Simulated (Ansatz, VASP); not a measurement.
**Two plane-wave programs on Hg**

File INCAR:

```
  ALGO = Normal
  EDIFF = 1E-6
  ENCUT = 520
  GGA = PE
  ISIF = 2
  ISMEAR = -1
  LASPH = True
  LCHARG = False
  LREAL = False
  LWAVE = False
  NBANDS = 12
  NELM = 100
  PREC = Accurate
  SIGMA = 0.1
```

File KPOINTS:

```
k-points
0
Gamma
  17 17 17
```

POSCAR

```
Hg
1.0
    2.0214281628      1.1670720939      1.9206086768
   -2.0214281628      1.1670720939      1.9206086768
    0.0000000000     -2.3341441879      1.9206086768
Hg
1
Direct
    0.0000000000      1.0000000000      0.0000000000
```

Input for Ansatz:

```yaml
crystal:
  lattice:
    - [2.0214281628, 1.1670720939, 1.9206086768]
    - [-2.0214281628, 1.1670720939, 1.9206086768]
    - [0.0, -2.3341441879, 1.9206086768]
  atoms:
    - { symbol: Hg, position: [0.0, 1.0, 0.0] }
hamiltonian:
  xc: pbe
  pseudopotentials:
    kind: paw
    azcp:
      Hg: "pseudopotentials/Hg.paw.azcp"
basis:
  ecutwfc: 420
  fft_grid_basis: typed
kpoints:
  mp_grid: { grid: [17, 17, 17], shift: [0, 0, 0] }
magnetization:
  spin_polarized: false
scf:
  occupations: { method: fermi_dirac, width: 0.1 }
output:
  stress: true
```

Alike in both runs: task single point; functional PBE; k mesh 17 × 17 × 17; occupations fermi-dirac, width 0.1 eV; no spin polarisation.

|  | VASP | Ansatz |
| --- | --- | --- |
| version | VASP 6.6.1 | Ansatz 0.2.0 |
| potentials or method | VASP PAW PBE potentials, release 64 (Hg), cutoff 520 eV | plane waves (420 eV) with PAW, scalar-relativistic |
| valence electrons in the cell | 12 | 20 |

Ansatz gave:

```
pressure (GPa)                                                : 1.7
traceless stress, the component that is largest in VASP (GPa) : 0.23
```

Estimate VASP's values.

pressure (GPa): 2.0; traceless stress, the component that is largest in VASP (GPa): 0.29.

The functional is the same, so the differences come from potentials, cutoffs and numerics. VASP's potentials hold 12 valence electrons a cell and Ansatz's 20, so a difference there can come from the potentials and not from the codes.

Spin-orbit coupling is off throughout.
